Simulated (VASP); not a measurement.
# Rh (P6_3/mmc) in VASP: further runs

The runs below take Rh through single point, with r2SCAN.

Program: VASP 6.6.1. These are calculated values, not measurements. Logs are shortened: lines on timing, memory, paths and dates and some standing lists are left out, and cuts for length are marked.

### 1 The cell of the first run

It takes space group P6_3/mmc (No. 194, hexagonal). The conventional cell has a = 2.744 Å, b = 2.744 Å, c = 4.088 Å, α = 90.00°, β = 90.00°, γ = 120.00°. Within 3.4 Å of Rh (site symmetry -6m2) lie 12 Rh at 2.59 to 2.74 Å.

This isn't the form of Rh at room conditions, which is fcc.

### 2 Single point, r2SCAN (uniaxial strain along c: -6.0 %)

The input, POSCAR:

```
Rh
1.0
    2.7441978304      0.0000000000      0.0000000000
   -1.3720989152      2.3765450341      0.0000000000
    0.0000000000      0.0000000000      4.0877001878
Rh
2
Direct
    0.6666666650      0.3333333350      0.7500000000
    0.3333333350      0.6666666650      0.2500000000
```

The input, INCAR.step1:

```
PREC = Accurate
ENCUT = 520
ISMEAR = 0
SIGMA = 0.1
LREAL = F
LASPH = T
NELM = 60
NBANDS = 22
GGA = PE
ALGO = Normal
EDIFF = 1E-4
LWAVE = T
LCHARG = F
```

The input, INCAR.step2:

```
PREC = Accurate
ENCUT = 520
EDIFF = 1E-6
ISMEAR = 0
SIGMA = 0.1
LREAL = F
LASPH = T
NELM = 60
ALGO = Normal
ISIF = 2
LWAVE = F
LCHARG = F
METAGGA = R2SCAN
LMIXTAU = T
NBANDS = 22
ISTART = 1
```

The input, KPOINTS:

```
Automatic mesh
0
Gamma
  24 24 12
```

Potentials or basis: VASP PAW PBE potentials, release 64 (Rh_pv).

Launch:

```console
$ cat potpaw_PBE.64/Rh_pv/POTCAR > POTCAR
$ cp INCAR.step1 INCAR
$ mpirun -np 1 vasp_std > vasp.out
$ cp INCAR.step2 INCAR
$ mpirun -np 1 vasp_std > vasp.out
```

OUTCAR:

```text
PREC = Accurate
   ENCUT = 520
   EDIFF = 1E-6
   ISMEAR = 0
   LREAL = F
   LASPH = T
   NELM = 60
   ISIF = 2
   METAGGA = R2SCAN
   ISTART = 1

 ion  position               nearest neighbor table
   1  0.667  0.333  0.750-   2 2.59   2 2.59   2 2.59   2 2.59   2 2.59   2 2.59
   2  0.333  0.667  0.250-   1 2.59   1 2.59   1 2.59   1 2.59   1 2.59   1 2.59

  LATTYP: Found a hexagonal cell.
 ALAT       =     2.7441978304
 C/A-ratio  =     1.4895792652

  Lattice vectors:

 A1 = (   2.7441978304,   0.0000000000,   0.0000000000)
 A2 = (  -1.3720989152,   2.3765450341,   0.0000000000)
 A3 = (   0.0000000000,   0.0000000000,   4.0877001878)

Analysis of symmetry for initial positions (statically):
=====================================================================
 Subroutine PRICEL returns:
 Original cell was already a primitive cell.

 Routine SETGRP: Setting up the symmetry group for a
 hexagonal supercell.

 Subroutine GETGRP returns: Found 24 space group operations
 (whereof 12 operations were pure point group operations)
 out of a pool of 24 trial point group operations.

The static configuration has the point symmetry D_3d.
 The point group associated with its full space group is D_6h.

Analysis of symmetry for dynamics (positions and initial velocities):
=====================================================================
 Subroutine PRICEL returns:
 Original cell was already a primitive cell.

 Routine SETGRP: Setting up the symmetry group for a
 hexagonal supercell.

 Subroutine GETGRP returns: Found 24 space group operations
 (whereof 12 operations were pure point group operations)
 out of a pool of 24 trial point group operations.

The dynamic configuration has the point symmetry D_3d.
 The point group associated with its full space group is D_6h.

 Subroutine INISYM returns: Found 24 space group operations
 (whereof 12 operations are pure point group operations),
 and found     1 'primitive' translations

----------------------------------------------------------------------------------------

                                     Primitive cell

  volume of cell :      26.6588

  direct lattice vectors                    reciprocal lattice vectors
     2.744197830  0.000000000  0.000000000     0.364405215  0.210389449  0.000000000
    -1.372098915  2.376545034  0.000000000     0.000000000  0.420778898  0.000000000
     0.000000000  0.000000000  4.087700188     0.000000000  0.000000000  0.244636337

  length of vectors
     2.744197830  2.744197830  4.087700188     0.420778898  0.420778898  0.244636337

  position of ions in fractional coordinates (direct lattice)
     0.666666665  0.333333335  0.750000000
     0.333333335  0.666666665  0.250000000

  ion indices of the primitive-cell ions
   primitive index   ion index
                 1           1
                 2           2

----------------------------------------------------------------------------------------

 KPOINTS: Automatic mesh

Automatic generation of k-mesh.
 Grid dimensions read from file:
 generate k-points for:   24   24   12

 Generating k-lattice:

  Cartesian coordinates                     Fractional coordinates (reciprocal lattice)
     0.015183551  0.008766227  0.000000000     0.041666667 -0.000000000  0.000000000
     0.000000000  0.017532454  0.000000000     0.000000000  0.041666667  0.000000000
     0.000000000  0.000000000  0.020386361     0.000000000  0.000000000  0.083333333

  Length of vectors
     0.017532454  0.017532454  0.020386361

  Shift w.r.t. Gamma in fractional coordinates (k-lattice)
     0.000000000  0.000000000  0.000000000

 Subroutine IBZKPT returns following result:
 ===========================================

 Found    427 irreducible k-points:

 Following reciprocal coordinates:
            Coordinates               Weight
  0.000000  0.000000  0.000000      1.000000
  0.041667  0.000000  0.000000      6.000000
  0.083333  0.000000  0.000000      6.000000
  0.125000 -0.000000  0.000000      6.000000
  0.166667 -0.000000  0.000000      6.000000
  0.208333 -0.000000  0.000000      6.000000
[... 16 lines left out ...]
  0.416667  0.041667  0.000000     12.000000
  0.458333  0.041667  0.000000     12.000000
 [... further k-points ...]
   k-points           NKPTS =    427   k-points in BZ     NKDIM =    427   number of bands    NBANDS=     22
   number of dos      NEDOS =    301   number of ions     NIONS =      2
   total plane-waves  NPLWV =  12000
   dimension x,y,z NGX =    20 NGY =   20 NGZ =   30
   dimension x,y,z NGXF=    40 NGYF=   40 NGZF=   60
   ions per type =               2
   NGX,Y,Z   is equivalent  to a cutoff of  12.12, 12.12, 12.20 a.u.
   NGXF,Y,Z  is equivalent  to a cutoff of  24.23, 24.23, 24.40 a.u.
 SYSTEM =  unknown system
   PREC   = accura    normal or accurate (medium, high low for compatibility)
   ISTART =      1    job   : 0-new  1-cont  2-samecut
   ICHARG =      0    charge: 1-file 2-atom 10-const
   ISPIN  =      1    spin polarized calculation?
   LNONCOLLINEAR =      F non collinear calculations
   LSORBIT =      F    spin-orbit coupling
   LASPH  =      T    aspherical Exc in radial PAW
   ENCUT  =  520.0 eV  38.22 Ry    6.18 a.u.   5.10  5.10  7.60*2*pi/ulx,y,z
   NELM   =     60;   NELMIN=  2; NELMDL=  0     # of ELM steps
   EDIFF  = 0.1E-05   stopping-criterion for ELM
   LREAL  =      F    real-space projection
   EDIFFG = 0.1E-04   stopping-criterion for IOM
   NSW    =      0    number of steps for IOM
   IBRION =     -1    ionic relax: 0-MD 1-quasi-New 2-CG
   NFREE  =      0    steps in history (QN), initial steepest desc. (CG)
   ISIF   =      2    stress and relaxation
   ISYM   =      2    0-nonsym 1-usesym 2-fastsym
   POTIM  = 0.5000    time-step for ionic-motion
   TEBEG  =    0.0;   TEEND  =   0.0 temperature during run
   PSTRESS=    0.0 pullay stress
   NELECT =      30.0000    total number of electrons
   NUPDOWN=      -1.0000    fix difference up-down
   EMIN   =  10.00;   EMAX   =-10.00  energy-range for DOS
   EFERMI =   0.00;   METHOD = LEGACY
   ISMEAR =     0;   SIGMA  =   0.10  broadening in eV -4-tet -1-fermi 0-gaus
   EFERMI_NEDOS =   21; number of points for ismear=-14 and -15
   IALGO  =     38    algorithm
   IMIX   =      4    mixing-type and parameters
     AMIX     =   0.40;   BMIX     =  1.00
     AMIX_MAG =   1.60;   BMIX_MAG =  1.00
  volume/ion in A,a.u.               =      13.33        89.95
  Fermi-wavevector in a.u.,A,eV,Ry     =   1.702819  3.217861 39.451339  2.899592
  Thomas-Fermi vector in A             =   2.782519
   LORBIT       =      0    0 simple, 1 ext, 2 COOP (PROOUT), +10 PAW based schemes
   METAGGA = R2SCAN    functional components
   LHFCALC =     F    Hartree Fock is set to
   AEXX    =    0.0000 exact exchange contribution
   IVDW    =     0    specifies the selected vdW correction
   LEPSILON=     F    determine dielectric tensor
   LRPA    =     F    only Hartree local field effects (RPA)
 non-spin polarized calculation
 Gauss-broadening in eV      SIGMA  =   0.10
  energy-cutoff  :      520.00
  volume of cell :       26.66
 maximum number of plane-waves:       735
   NGX = 11   NGY = 11   NGZ = 15

 number of electron      30.0000019 magnetization

 Free energy of the ion-electron system (eV)
  ---------------------------------------------------
  ext. energy  EPLUGINS =         0.00000000
  ---------------------------------------------------
  free energy    TOTEN  =       -48.04902093 eV

  energy without entropy =      -48.03282885  energy(sigma->0) =      -48.04092489

 E-fermi :  12.4538     XC(G=0): -15.4271

 val. band max:       12.4534799696   @ k =   0.3750   0.2500   0.0833
 cond. band min:      12.4543572635   @ k =   0.3333   0.2500   0.4167
 fundamental gap:      0.0008772939
 Fermi energy:        12.4537510736

 k-point     1 :       0.0000    0.0000    0.0000
  band No.  band energies     occupation
      1     -36.5532      2.00000
      2     -35.6943      2.00000
      3     -35.6943      2.00000
      4     -35.4988      2.00000
      5     -35.4988      2.00000
      6     -35.4863      2.00000
[... 14 lines left out ...]
     21      29.7254      0.00000
     22      29.7270      0.00000

 k-point     2 :       0.0417    0.0000    0.0000
  band No.  band energies     occupation
      1     -36.5482      2.00000
      2     -35.7025      2.00000
      3     -35.6976      2.00000
      4     -35.5078      2.00000
      5     -35.4996      2.00000
      6     -35.4894      2.00000
[... 14 lines left out ...]
     21      29.7256      0.00000
     22      29.7269      0.00000

 k-point     3 :       0.0833    0.0000    0.0000
  band No.  band energies     occupation
      1     -36.5332      2.00000
      2     -35.7268      2.00000
      3     -35.7072      2.00000
      4     -35.5341      2.00000
      5     -35.5020      2.00000
      6     -35.4987      2.00000
[... 14 lines left out ...]
     21      29.7257      0.00000
     22      29.7271      0.00000

 k-point     4 :       0.1250   -0.0000    0.0000
  band No.  band energies     occupation
      1     -36.5088      2.00000
      2     -35.7655      2.00000
      3     -35.7221      2.00000
      4     -35.5755      2.00000
      5     -35.5140      2.00000
      6     -35.5061      2.00000
[... 14 lines left out ...]
     21      29.7259      0.00000
     22      29.7270      0.00000

 k-point     5 :       0.1667   -0.0000    0.0000
  band No.  band energies     occupation
      1     -36.4757      2.00000
      2     -35.8160      2.00000
      3     -35.7412      2.00000
      4     -35.6288      2.00000
      5     -35.5352      2.00000
      6     -35.5118      2.00000
[... 14 lines left out ...]
     21      29.7260      0.00000
     22      29.7269      0.00000

 k-point     6 :       0.2083   -0.0000    0.0000
  band No.  band energies     occupation
      1     -36.4349      2.00000
      2     -35.8751      2.00000
      3     -35.7629      2.00000
      4     -35.6899      2.00000
      5     -35.5620      2.00000
      6     -35.5189      2.00000
[... 14 lines left out ...]
     21      29.7267      0.00000
     22      30.6114      0.00000

 k-point     7 :       0.2500   -0.0000    0.0000
  band No.  band energies     occupation
      1     -36.3880      2.00000
      2     -35.9389      2.00000
      3     -35.7856      2.00000
      4     -35.7543      2.00000
      5     -35.5940      2.00000
      6     -35.5270      2.00000
[... 324 lines left out ...]
      6     -35.5447      2.00000
[... 14 lines left out ...]
     21      27.6149      0.00000
     22      29.7867      0.00000

 k-point    21 :       0.3333    0.0417    0.0000
  band No.  band energies     occupation
      1     -36.2536      2.00000
      2     -36.0884      2.00000
      3     -35.9080      2.00000
      4     -35.8343      2.00000
      5     -35.6924      2.00000
      6     -35.5528      2.00000
[... 14 lines left out ...]
     21      26.7261      0.00000
     22      29.1711      0.00000

 k-point    22 :       0.3750    0.0417    0.0000
  band No.  band energies     occupation
      1     -36.2032      2.00000
      2     -36.1342      2.00000
      3     -35.9466      2.00000
      4     -35.8535      2.00000
      5     -35.7322      2.00000
      6     -35.5595      2.00000
[... 14 lines left out ...]
     21      25.9856      0.00000
     22      28.6477      0.00000

 k-point    23 :       0.4167    0.0417    0.0000
  band No.  band energies     occupation
      1     -36.1667      2.00000
      2     -36.1614      2.00000
      3     -35.9743      2.00000
      4     -35.8662      2.00000
      5     -35.7665      2.00000
      6     -35.5644      2.00000
[... 14 lines left out ...]
     21      25.4483      0.00000
     22      28.2178      0.00000

 k-point    24 :       0.4583    0.0417    0.0000
  band No.  band energies     occupation
      1     -36.1835      2.00000
      2     -36.1365      2.00000
      3     -35.9888      2.00000
      4     -35.8726      2.00000
      5     -35.7875      2.00000
      6     -35.5669      2.00000
[... 14 lines left out ...]
     21      25.1636      0.00000
     22      27.9385      0.00000

 [... further k-points ...]

------------------------ aborting loop because EDIFF is reached ----------------------------------------

  FORCE on cell =-STRESS in cart. coord.  units (eV):
  Direction    XX          YY          ZZ          XY          YZ          ZX
  --------------------------------------------------------------------------------------
  -------------------------------------------------------------------------------------
  Total        0.9989656      0.9989656      4.8800745      0.0000000      0.0000000      0.0000000
  in kB       60.0372258     60.0372258    293.2895141      0.0000000      0.0000000      0.0000000
  external PRESSURE =     137.7879885 kB  Pullay stress =       0.0000000 kB

 VOLUME and BASIS-vectors are now :
 -----------------------------------------------------------------------------
  energy-cutoff  :      520.00
  volume of cell :       26.66
      direct lattice vectors                 reciprocal lattice vectors
     2.744197830  0.000000000  0.000000000     0.364405215  0.210389449  0.000000000
    -1.372098915  2.376545034  0.000000000     0.000000000  0.420778898  0.000000000
     0.000000000  0.000000000  4.087700188     0.000000000  0.000000000  0.244636337

 POSITION                                       TOTAL-FORCE (eV/Angst)
 -----------------------------------------------------------------------------------
      1.37210      0.79218      3.06578         0.000000      0.000000      0.000000
      0.00000      1.58436      1.02193        -0.000000     -0.000000      0.000000
 -----------------------------------------------------------------------------------
    total drift:                               -0.000002      0.000001     -0.000000

  FREE ENERGIE OF THE ION-ELECTRON SYSTEM (eV)
  ---------------------------------------------------
  free  energy   TOTEN  =       -48.0490209281 eV

  energy  without entropy=      -48.0328288463  energy(sigma->0) =      -48.04092489
```

Wall time 15 min (1 thread of Intel Xeon 8259CL, shared host); peak memory 0.3 GiB.

Results:

```yaml
Free_energy: -48.0490 eV
Pressure: 13.8 GPa
Band_gap_on_the_k_mesh: zero (bands 15 and 16 overlap by 2.24 eV)
```

Stress tensor (GPa, compression positive):
```
 6.00  0.00  0.00
 0.00  6.00  0.00
 0.00  0.00 29.33
```

Levels at points of the mesh, in eV from the Fermi level:
```tsv
k point	band 12	band 13	band 14	band 15	band 16	band 17	band 18	band 19
(0.00, 0.00, 0.00)	-2.73	-2.72	-2.64	-2.64	0.12	0.12	1.81	10.65
(0.50, 0.00, 0.00)	-2.54	-2.05	-0.01	0.51	0.97	3.03	5.25	11.40
(0.00, 0.00, 0.50)	-3.74	-3.08	-3.08	-0.42	-0.42	-0.42	-0.42	15.71
(0.50, 0.00, 0.50)	-2.17	-0.42	-0.42	0.33	0.33	2.81	2.81	9.96
```

Caveat: the cell differs from its parent crystal (uniaxial strain along c: -6.0 %); the stress differs along the axes, from 6 to 29 GPa; the PAW data sets were made with another functional, which shifts forces and pressure a little.

(Continued in part 2 of 2.)
